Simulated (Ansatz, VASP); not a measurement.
# Two plane-wave programs on MoS2

```xyz
6
Lattice="3.2910 0.0000 0.0000 -1.6455 2.8501 0.0000 0.0000 0.0000 12.7985" Properties=species:S:1:pos:R:3 pbc="T T T"
Mo    0.0000    1.9001    3.1996
Mo    1.6455    0.9500    9.5988
S     0.0000    1.9001    7.9734
S     1.6455    0.9500    1.5742
S     0.0000    1.9001   11.2242
S     1.6455    0.9500    4.8250
```

Alike in both runs: task single point; functional LDA; k mesh 8 × 8 × 2; no spin polarisation.

|  | VASP | Ansatz |
| --- | --- | --- |
| version | VASP 6.6.1 | Ansatz 0.2.0 |
| potentials or method | VASP PAW LDA potentials, release 64 (Mo_sv, S), cutoff 520 eV | plane waves, PAW |
| occupations | methfessel-paxton of order 1, width 0.05 eV | cold, width 0.05 eV |
| valence electrons in the cell | 52 | 52 |

VASP gave:

- pressure (GPa): -17.7
- traceless stress, the component that is largest in VASP (GPa): -0.80

Question: What did Ansatz give for the same quantities?

Answer: Pressure (GPa): -17.8; traceless stress, the component that is largest in VASP (GPa): -0.80.

LDA's correlation is that of Perdew and Zunger in VASP and of Perdew and Wang (1992) in Ansatz. Ansatz's warnings: structure snapped to symmetry.
